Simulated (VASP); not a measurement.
Write the native input for VASP 6.6.1 that does the following.

- Task: single point
- Functional: PBE
- Dispersion: D3(BJ)
- Potentials or basis: VASP PAW PBE potentials, release 64 (Hg)
- Cutoff: 520 eV
- k mesh: 14 × 14 × 6
- Occupations: gaussian, width 0.1 eV
- Spin: no spin polarisation
- Dipole correction: no
- Further INCAR settings: ALGO = Normal; EDIFF = 1e-06; NBANDS = 25

The structure of Hg lies in POSCAR:

```
Hg
1.0
    2.5805950249     -1.9185346739     -0.0962960332
    2.5805950249      1.9185346739     -0.0962960332
   -1.9730277780      0.0000000000      7.7788361467
Hg
3
Direct
    0.6670621287      0.6670621287      0.3333562114
    0.3329378713      0.3329378713      0.6666437886
    0.0000000000      0.0000000000      0.0000000000
```

One way to write it, as run:

INCAR

```
ALGO = Normal ; EDIFF = 1E-6
ENCUT = 520 ; GGA = PE
ISIF = 2 ; ISMEAR = 0
IVDW = 12 ; LASPH = T
LCHARG = F ; LREAL = F
LWAVE = F ; NBANDS = 25
NELM = 100 ; PREC = Accurate
SIGMA = 0.1
```

KPOINTS

```
k-points
0
Gamma
  14 14 6
```

Potentials or basis: VASP PAW PBE potentials, release 64 (Hg).

Command:

```console
$ cat potpaw_PBE.64/Hg/POTCAR > POTCAR
$ mpirun -np 1 vasp_std > vasp.out
```

It gave:

| Property | Result |
| --- | --- |
| Pressure | 0.2 GPa |
| Band gap on the k mesh | zero (band 18 reaches 3.70 eV, above the bottom of band 19 at 0.97 eV) |
| Dispersion energy per atom | -0.412 eV |

Caveat: spin-orbit coupling is left out, which moves the levels of the heavy elements; pairwise dispersion overbinds metals, which lowers pressure and volume.

Run time: 2.9 min on 1 thread of Intel(R) Xeon(R) 6975P-C (Granite Rapids) (shared host), peak memory 0.54 GiB.
